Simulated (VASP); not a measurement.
The system is In3As.

```
In As
1.0
     4.67168    0.00000    0.00000
     0.00000    4.67168    0.00000
     0.00000    0.00000    4.67168
In As
3 1
Cartesian
  0.0000 2.3358 2.3358
  2.3358 0.0000 2.3358
  2.3358 2.3358 0.0000
  0.0000 0.0000 0.0000
```

```yaml
Program: VASP 6.6.1
Task: relaxation of cell and atoms
Functional: LDA
Potentials_or_basis: VASP PAW LDA potentials, release 64 (In_d, As)
Cutoff: 600 eV
k_mesh: 4 × 4 × 4
Occupations: fermi-dirac, width 0.01 eV
Spin: no spin polarisation
```

At the start: pressure -4.5 GPa; volume 25.49 Å³/atom.

Task: How do energy, volume and symmetry change on relaxing?

Result: Over 3 steps the energy falls by 36.8 meV/atom and the volume is 23.07 Å³/atom (-9.5 %); space group Pm-3m (No. 221, to 0.1 Å) before and after.

Step by step:
| step | energy change (eV) | largest force (eV/Å) | pressure (GPa) | volume (Å³) |
| --- | --- | --- | --- | --- |
| 1 | 0.0000 | 0.0000 | -4.48 | 101.96 |
| 2 | -0.1469 | 0.0000 | 0.29 | 91.81 |
| 3 | -0.1473 | 0.0000 | 0.00 | 92.27 |

Final structure:
```
CELL_PARAMETERS angstrom
4.51874 0.00000 0.00000
0.00000 4.51874 0.00000
0.00000 0.00000 4.51874
ATOMIC_POSITIONS crystal
In 0.00000 0.50000 0.50000
In 0.50000 0.00000 0.50000
In 0.50000 0.50000 0.00000
As 0.00000 0.00000 0.00000
```
